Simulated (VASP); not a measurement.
Input of a VASP 6.6.1 run:

File POSCAR:

```
BeS
1.0
    0.0000000000      2.4430542673      2.3987921023
    2.4430542673      0.0000000000      2.3987921023
    2.4430542673      2.4430542673      0.0000000000
Be S
1 1
Direct
    0.0000000000      0.0000000000      0.0000000000
    0.2500000000      0.2500000000      0.2500000000
```

Contents of INCAR.step1:

```
SYSTEM = BeS
PREC = Accurate ; ENCUT = 500
EDIFF = 1E-8 ; ISMEAR = 0
SIGMA = 0.01 ; LREAL = .False.
LASPH = .True. ; NELM = 60
ALGO = Normal ; LWAVE = .True.
LCHARG = .False. ; GGA = PS
```

Contents of INCAR.step2:

```
SYSTEM = BeS
PREC = Accurate ; ENCUT = 500
EDIFF = 1E-8 ; ISMEAR = 0
SIGMA = 0.01 ; LREAL = .False.
LASPH = .True. ; NELM = 1
ALGO = Exact ; LWAVE = .True.
LCHARG = .False. ; GGA = PS
NBANDS = 69 ; LOPTICS = .True.
ISTART = 1
```

INCAR.step3

```
SYSTEM = BeS
PREC = Accurate ; ENCUT = 500
EDIFF = 1E-8 ; ISMEAR = 0
SIGMA = 0.01 ; LREAL = .False.
LASPH = .True. ; ALGO = EVGW0
LWAVE = .False. ; LCHARG = .False.
GGA = PS ; NELMGW = 1
NBANDS = 69 ; ENCUTGW = 100.0
NOMEGA = 48 ; PRECFOCK = Fast
ISTART = 1 ; NBANDSGW = 12
```

The input KPOINTS:

```
regular mesh
0
Gamma
  4 4 4
  0 0 0
```

Potentials or basis: VASP PAW PBE potentials, release 64 (Be_GW, S_GW).

Run with:

```bash
$ cat potpaw_PBE.64/Be_GW/POTCAR potpaw_PBE.64/S_GW/POTCAR > POTCAR
$ cp INCAR.step1 INCAR
$ mpirun -np 1 vasp_std > vasp.out
$ cp INCAR.step2 INCAR
$ mpirun -np 1 vasp_std > vasp.out
$ cp INCAR.step3 INCAR
$ mpirun -np 1 vasp_std > vasp.out
```

Predict the quasiparticle gap.

4.04 eV.

Estimate the least direct quasiparticle gap.

7.03 eV.

Estimate the band gap on the k mesh, mean-field level.

2.76 eV, indirect (least direct gap 5.49 eV).

Caveat: the k points lie up to 0.56 Å⁻¹ apart; bands, screening cutoff and mesh are small and nothing is extrapolated, so the quasiparticle values aren't converged. A k mesh can miss the band edges.
